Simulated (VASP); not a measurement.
Set up this calculation in VASP 6.6.1, as the native input.

```
Task                   : single point
Functional             : r2SCAN
Potentials or basis    : VASP PAW PBE potentials, release 64 (Ba_sv, Hf_pv, O)
Cutoff                 : 520 eV
k mesh                 : 6 × 6 × 6
Occupations            : gaussian, width 0.02 eV
Spin                   : no spin polarisation
Dipole correction      : no
Further INCAR settings : ALGO = Normal; EDIFF = 1e-06; NBANDS = 27
```

BaHfO3:

```
Ba Hf O
1.0
     4.01002    0.00000    0.00000
     0.00000    4.01002    0.00000
     0.00000    0.00000    4.27736
Ba Hf O
1 1 3
Cartesian
  2.0050 2.0050 2.1387
  0.0000 0.0000 0.0000
  0.0000 2.0050 0.0000
  2.0050 0.0000 0.0000
  0.0000 0.0000 2.1387
```

This cell differs from its parent crystal: biaxial strain in the a-b plane: -4.0 %.

The input as run:

POSCAR

```
BaHfO3
1.0
    4.0100229337      0.0000000000      0.0000000000
    0.0000000000      4.0100229337      0.0000000000
    0.0000000000      0.0000000000      4.2773577959
Ba Hf O
1 1 3
Direct
    0.5000000000      0.5000000000      0.5000000000
    0.0000000000      0.0000000000      0.0000000000
    0.0000000000      0.5000000000      0.0000000000
    0.5000000000      0.0000000000      0.0000000000
    0.0000000000      0.0000000000      0.5000000000
```

INCAR.step1

```
PREC = Accurate ; ENCUT = 520
ISMEAR = 0 ; SIGMA = 0.02
LREAL = False ; LASPH = True
NELM = 100 ; NBANDS = 27
GGA = PE ; ALGO = Normal
EDIFF = 1E-4 ; LWAVE = True
LCHARG = False
```

INCAR.step2

```
PREC = Accurate ; ENCUT = 520
EDIFF = 1E-6 ; ISMEAR = 0
SIGMA = 0.02 ; LREAL = False
LASPH = True ; NELM = 100
ALGO = Normal ; ISIF = 2
LWAVE = False ; LCHARG = False
METAGGA = R2SCAN ; LMIXTAU = True
NBANDS = 27 ; ISTART = 1
```

KPOINTS

```
Automatic mesh
0
Gamma
  6 6 6
```

Potentials or basis: VASP PAW PBE potentials, release 64 (Ba_sv, Hf_pv, O).

Launch:

```sh
$ cat potpaw_PBE.64/Ba_sv/POTCAR potpaw_PBE.64/Hf_pv/POTCAR potpaw_PBE.64/O/POTCAR > POTCAR
$ cp INCAR.step1 INCAR
$ mpirun -np 1 vasp_std > vasp.out
$ cp INCAR.step2 INCAR
$ mpirun -np 1 vasp_std > vasp.out
```

Results of the run:

The pressure is 12.0 GPa and the band gap on the k mesh is 4.03 eV, indirect (least direct gap 4.23 eV).

Caveat: the cell differs from its parent crystal (biaxial strain in the a-b plane: -4.0 %); the PAW data sets were made with another functional, which shifts forces and pressure a little; spin-orbit coupling is left out, which moves the levels of the heavy elements.

Run time: 3 min on 1 thread of Intel(R) Xeon(R) Platinum 8375C CPU @ 2.90GHz (Ice Lake), on a shared host, peak memory 0.23 GiB.
